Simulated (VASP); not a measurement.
# Tl (P6_3/mmc) in VASP: notebook, part 2 of 2

VASP 6.6.1. Earlier steps stand in the parts before.

**4. Single point, LDA**

This run uses another cell than the first one, of 26.18 Å³/atom.

The input, INCAR:

```
SYSTEM = Tl
PREC = Accurate ; ENCUT = 520
EDIFF = 1E-6 ; ISMEAR = -1
SIGMA = 0.1 ; LREAL = .FALSE.
LASPH = .TRUE. ; NELM = 100
ALGO = Normal ; ISIF = 2
LWAVE = .FALSE. ; LCHARG = .TRUE.
LELF = .TRUE. ; LVHAR = .TRUE.
NBANDS = 20
```

The input, KPOINTS:

```
Automatic mesh
0
G
  16 16 10
  0 0 0
```

The input, POSCAR:

```
Tl
1.0
    3.3611995669      0.0000000000      0.0000000000
   -1.6805997835      2.9108842122      0.0000000000
    0.0000000000      0.0000000000      5.3521035938
Tl
2
Direct
    0.3333333333      0.6666666667      0.2500000000
    0.6666666667      0.3333333333      0.7500000000
```

Potentials or basis: VASP PAW LDA potentials, release 64 (Tl_d).

On the command line:

```console
$ cat potpaw_LDA.64/Tl_d/POTCAR > POTCAR
$ mpirun -np 1 vasp_std > vasp.out
```

OUTCAR:

```text
SYSTEM = Tl
   PREC = Accurate
   ENCUT = 520
   EDIFF = 1E-6
   ISMEAR = -1
   LREAL = .FALSE.
   LASPH = .TRUE.
   NELM = 100
   ISIF = 2

 ion  position               nearest neighbor table
   1  0.333  0.667  0.250-   2 3.31   2 3.31   2 3.31   2 3.31   2 3.31   2 3.31
   2  0.667  0.333  0.750-   1 3.31   1 3.31   1 3.31   1 3.31   1 3.31   1 3.31

  LATTYP: Found a hexagonal cell.
 ALAT       =     3.3611995669
 C/A-ratio  =     1.5923194941

  Lattice vectors:

 A1 = (   3.3611995669,   0.0000000000,   0.0000000000)
 A2 = (  -1.6805997835,   2.9108842122,   0.0000000000)
 A3 = (   0.0000000000,   0.0000000000,   5.3521035938)

Analysis of symmetry for initial positions (statically):
=====================================================================
 Subroutine PRICEL returns:
 Original cell was already a primitive cell.

 Routine SETGRP: Setting up the symmetry group for a
 hexagonal supercell.

 Subroutine GETGRP returns: Found 24 space group operations
 (whereof 12 operations were pure point group operations)
 out of a pool of 24 trial point group operations.

The static configuration has the point symmetry D_3d.
 The point group associated with its full space group is D_6h.

Analysis of symmetry for dynamics (positions and initial velocities):
=====================================================================
 Subroutine PRICEL returns:
 Original cell was already a primitive cell.

 Routine SETGRP: Setting up the symmetry group for a
 hexagonal supercell.

 Subroutine GETGRP returns: Found 24 space group operations
 (whereof 12 operations were pure point group operations)
 out of a pool of 24 trial point group operations.

The dynamic configuration has the point symmetry D_3d.
 The point group associated with its full space group is D_6h.

 Subroutine INISYM returns: Found 24 space group operations
 (whereof 12 operations are pure point group operations),
 and found     1 'primitive' translations

[... 110 lines left out ...]
   EFERMI_NEDOS =   21; number of points for ismear=-14 and -15
   IALGO  =     38    algorithm
   IMIX   =      4    mixing-type and parameters
     AMIX     =   0.40;   BMIX     =  1.00
     AMIX_MAG =   1.60;   BMIX_MAG =  1.00
  volume/ion in A,a.u.               =      26.18       176.69
  Fermi-wavevector in a.u.,A,eV,Ry     =   1.296337  2.449722 22.864462  1.680491
  Thomas-Fermi vector in A             =   2.427800
   LORBIT       =      0    0 simple, 1 ext, 2 COOP (PROOUT), +10 PAW based schemes
   GGA     = CA    functional components
   LHFCALC =     F    Hartree Fock is set to
   AEXX    =    0.0000 exact exchange contribution
   IVDW    =     0    specifies the selected vdW correction
   LEPSILON=     F    determine dielectric tensor
   LRPA    =     F    only Hartree local field effects (RPA)
 non-spin polarized calculation
  energy-cutoff  :      520.00
  volume of cell :       52.37
 maximum number of plane-waves:      1432
 NGX is ok and might be reduce to    28
   NGX = 13   NGY = 13   NGZ = 19

 number of electron      26.0000005 magnetization

 Free energy of the ion-electron system (eV)
  ---------------------------------------------------
  ext. energy  EPLUGINS =         0.00000000
  ---------------------------------------------------
  free energy    TOTEN  =        -5.86768345 eV

  energy without entropy =       -5.84298978  energy(sigma->0) =       -5.85533661

 E-fermi :   7.2895     XC(G=0): -10.9473

 val. band max:        7.2864081279   @ k =   0.3125   0.3125   0.2000
 cond. band min:       7.2901372917   @ k =   0.3125   0.0000   0.3000
 fundamental gap:      0.0037291638
 Fermi energy:         7.2895181339

 k-point     1 :       0.0000    0.0000    0.0000
  band No.  band energies     occupation
      1      -4.7220      2.00000
      2      -4.3860      2.00000
      3      -4.3666      2.00000
      4      -4.3666      2.00000
      5      -4.2961      2.00000
      6      -4.2961      2.00000
[... 541 lines left out ...]
     19      15.7353      0.00000
     20      19.7679      0.00000

 [... further k-points ...]

------------------------ aborting loop because EDIFF is reached ----------------------------------------

  FORCE on cell =-STRESS in cart. coord.  units (eV):
  Direction    XX          YY          ZZ          XY          YZ          ZX
  --------------------------------------------------------------------------------------
  -------------------------------------------------------------------------------------
  Total        0.6835326      0.6835326      0.7130854     -0.0000000      0.0000000      0.0000000
  in kB       20.9134683     20.9134683     21.8176695     -0.0000000      0.0000000      0.0000000
  external PRESSURE =      21.2148687 kB  Pullay stress =       0.0000000 kB

 VOLUME and BASIS-vectors are now :
 -----------------------------------------------------------------------------
  energy-cutoff  :      520.00
  volume of cell :       52.37
      direct lattice vectors                 reciprocal lattice vectors
     3.361199567  0.000000000  0.000000000     0.297512831  0.171769113  0.000000000
    -1.680599783  2.910884212  0.000000000     0.000000000  0.343538227  0.000000000
     0.000000000  0.000000000  5.352103594     0.000000000  0.000000000  0.186842422

 POSITION                                       TOTAL-FORCE (eV/Angst)
 -----------------------------------------------------------------------------------
     -0.00000      1.94059      1.33803        -0.000000      0.000000      0.000000
      1.68060      0.97029      4.01408         0.000000     -0.000000      0.000000
 -----------------------------------------------------------------------------------
    total drift:                               -0.000000      0.000000      0.000000

  FREE ENERGIE OF THE ION-ELECTRON SYSTEM (eV)
  ---------------------------------------------------
  free  energy   TOTEN  =        -5.8676834523 eV

  energy  without entropy=       -5.8429897759  energy(sigma->0) =       -5.85533661
```

OSZICAR:

```text
N       E                     dE             d eps       ncg     rms          rms(c)
DAV:   1     0.134205654469E+03    0.13421E+03   -0.14355E+04  7256   0.125E+03
DAV:   2    -0.330113557146E+01   -0.13751E+03   -0.13479E+03  7904   0.284E+02
DAV:   3    -0.593355852271E+01   -0.26324E+01   -0.26213E+01  8372   0.348E+01
DAV:   4    -0.594800359351E+01   -0.14445E-01   -0.14444E-01  7660   0.282E+00
DAV:   5    -0.594818213946E+01   -0.17855E-03   -0.17855E-03  8048   0.314E-01    0.419E+00
DAV:   6    -0.588182533710E+01    0.66357E-01   -0.10533E-01  7516   0.263E+00    0.285E+00
DAV:   7    -0.586908026835E+01    0.12745E-01   -0.48407E-02  7704   0.175E+00    0.784E-01
DAV:   8    -0.586768040560E+01    0.13999E-02   -0.53988E-03  7540   0.580E-01    0.451E-02
DAV:   9    -0.586768416781E+01   -0.37622E-05   -0.28760E-05  8120   0.445E-02    0.863E-03
DAV:  10    -0.586768345226E+01    0.71555E-06   -0.14374E-06  4756   0.101E-02
   1 F= -.58676835E+01 E0= -.58553366E+01  d E =-.246937E-01
```

Run time: 2.2 min. Hardware: 1 thread of Oxide Virtual Turin-like, shared host; peak memory 0.24 GiB.

What came out:

```yaml
Free_energy: -5.8677 eV
Pressure: 2.1 GPa
Band_gap_on_the_k_mesh: zero (bands 13 and 14 overlap by 6.48 eV)
```

Levels at points of the mesh, in eV from the Fermi level:
```tsv
k point	band 11	band 12	band 13	band 14	band 15	band 16
(0.00, 0.00, 0.00)	-10.72	-5.05	-3.24	8.45	8.45	10.46
(0.50, 0.00, 0.00)	-5.92	-4.90	-0.57	0.48	1.32	3.93
(0.00, 0.00, 0.50)	-9.13	-9.13	3.70	3.70	9.50	9.50
(0.50, 0.00, 0.50)	-4.71	-4.71	-2.61	-2.61	5.81	5.81
```

Caveat: spin-orbit coupling is left out, which moves the levels of the heavy elements.

**5. Single point, LDA**

This run uses another cell than the first one, of 26.70 Å³/atom.

The input, INCAR:

```
SYSTEM = Tl
  PREC = Accurate
  ENCUT = 520
  EDIFF = 1E-6
  ISMEAR = -1
  SIGMA = 0.1
  LREAL = .False.
  LASPH = .True.
  NELM = 100
  ALGO = Normal
  ISIF = 2
  LWAVE = .False.
  LCHARG = .True.
  GGA = CA
  LELF = .True.
  LVHAR = .True.
  NBANDS = 20
```

The input, KPOINTS:

```
regular mesh
0
Gamma
  16 16 10
  0 0 0
```

The input, POSCAR:

```
Tl
1.0
    3.3856705135      0.0000000000      0.0000000000
   -1.6928352567      2.9320766735      0.0000000000
    0.0000000000      0.0000000000      5.3799125432
Tl
2
Direct
    0.3333333333      0.6666666667      0.2500000000
    0.6666666667      0.3333333333      0.7500000000
```

On the command line:

```console
$ cat potpaw_LDA.64/Tl_d/POTCAR > POTCAR
$ mpirun -np 1 vasp_std > vasp.out
```

It took 86 s on 1 thread of Oxide Virtual Turin-like, shared host; peak memory 0.24 GiB.

It converged, with:

```
Free energy            : -5.8785 eV
Pressure               : 1.1 GPa
Band gap on the k mesh : zero (bands 13 and 14 overlap by 6.35 eV)
```

Stress tensor (GPa, compression positive):
```
1.08 0.00 0.00
0.00 1.08 0.00
0.00 0.00 1.16
```

Levels at points of the mesh, in eV from the Fermi level:
```csv
k point,band 11,band 12,band 13,band 14,band 15,band 16
"(0.00, 0.00, 0.00)",-10.57,-5.04,-3.13,8.29,8.29,10.42
"(0.50, 0.00, 0.00)",-5.90,-4.86,-0.59,0.51,1.32,3.89
"(0.00, 0.00, 0.50)",-9.01,-9.01,3.66,3.66,9.33,9.33
"(0.50, 0.00, 0.50)",-4.72,-4.72,-2.54,-2.54,5.73,5.73
```

Caveat: spin-orbit coupling is left out, which moves the levels of the heavy elements.

**6. The runs side by side**

```csv
cell,gap on the mesh (eV),pressure (GPa)
"a = 3.267, b = 3.267, c = 5.243 Å, angles 90.0, 90.0, 120.0°, 2 atoms",none,7.2
"a = 3.318, b = 3.318, c = 5.306 Å, angles 90.0, 90.0, 120.0°, 2 atoms",none,4.2
"a = 3.361, b = 3.361, c = 5.352 Å, angles 90.0, 90.0, 120.0°, 2 atoms",none,2.1
"a = 3.386, b = 3.386, c = 5.380 Å, angles 90.0, 90.0, 120.0°, 2 atoms",none,1.1
```

Alike in all rows: task single point; level LDA; potentials or basis VASP PAW LDA potentials, release 64 (Tl_d); no spin polarisation; k mesh 16 × 16 × 10; cutoff (eV) 520; smearing fermi-dirac 0.1 eV.

Caveats: spin-orbit coupling is left out, which moves the levels of the heavy elements; the cell stands under pressure (at least some runs).

Absolute energies hang on the potentials; compare differences alone.

The gap in the log of VASP goes by the Fermi energy; the results here count the filled bands.